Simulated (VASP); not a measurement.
Input of a VASP 6.6.1 run:

INCAR

```
SYSTEM = ZnH16Cl2O8
  ALGO = Normal
  EDIFF = 1E-6
  ENCUT = 520
  GGA = PE
  GGA_COMPAT = .FALSE.
  ISIF = 2
  ISMEAR = -1
  IVDW = 12
  LASPH = .TRUE.
  LCHARG = .FALSE.
  LREAL = .FALSE.
  LWAVE = .FALSE.
  NBANDS = 64
  NELM = 120
  PREC = Accurate
  SIGMA = 0.02
```

File KPOINTS:

```
k-points
0
G
  1 1 1
  0 0 0
```

The input POSCAR:

```
ZnH16Cl2O8
1.0
    6.7386640000      0.0000000000      0.0000000000
    0.0000000000      6.7386640000      0.0000000000
    0.0000000000      0.0000000000      6.7386640000
O H Zn Cl
8 16 1 2
Direct
    0.1398496794      0.6955681423      0.4490652747
    0.7359767455      0.1425356718      0.7742929459
    0.1645875206     -0.0284477754      0.8443958624
    0.5905770046      0.4121440096      0.4750644935
    0.4521519399      0.7460084076      0.1570934535
    0.8111696918      0.7686241665      0.6788734384
    0.7384995008      0.4841464124      0.0774782657
    0.2630194947      0.1743520674      0.3234617426
    0.1728680937      0.6255097450      0.5727841602
    0.0060100934      0.6951229502      0.4208846145
    0.6750151069      0.2229818848      0.6674468411
    0.6685598214      0.0165314668      0.7673776286
    0.1298625366      0.1103334429      0.8684213963
    0.2584785352     -0.0652948418      0.9499805896
    0.4519441836      0.3694946061      0.4314653468
    0.6663041814      0.4286457969      0.3425753235
    0.5613427231      0.8193760662      0.2319154064
    0.3604868858      0.6932828228      0.2769836870
    0.9361796344      0.8012715874      0.6132669621
    0.7444650750      0.6514347651      0.5960528675
    0.6095718677      0.5840326807      0.0895874909
    0.6937280149      0.3553968561      0.0127028147
    0.1386031415      0.0935645404      0.3214732178
    0.3570143874      0.0691086542      0.3659924282
   -0.0440294990      0.6939654507      0.9757275329
    0.8518454103     -0.0925109191      0.1898744321
    0.1707608511      0.4890435255     -0.1289573126
```

Potentials or basis: VASP PAW PBE potentials, release 64 (O, H, Zn, Cl).

Run with:

```console
$ cat potpaw_PBE.64/O/POTCAR potpaw_PBE.64/H/POTCAR potpaw_PBE.64/Zn/POTCAR potpaw_PBE.64/Cl/POTCAR > POTCAR
$ mpirun -np 1 vasp_gam > vasp.out
```

(1) Estimate the pressure.

(2) Predict the dispersion energy per atom.

(3) Estimate the largest force.

## Answers

(1) -1.2 GPa.

(2) -0.052 eV.

(3) 3.898 eV/Å.

Caveat: the k points lie up to 0.93 Å⁻¹ apart, too coarse for converged energies, forces and pressures; the atoms stand as in a frame of molecular dynamics.
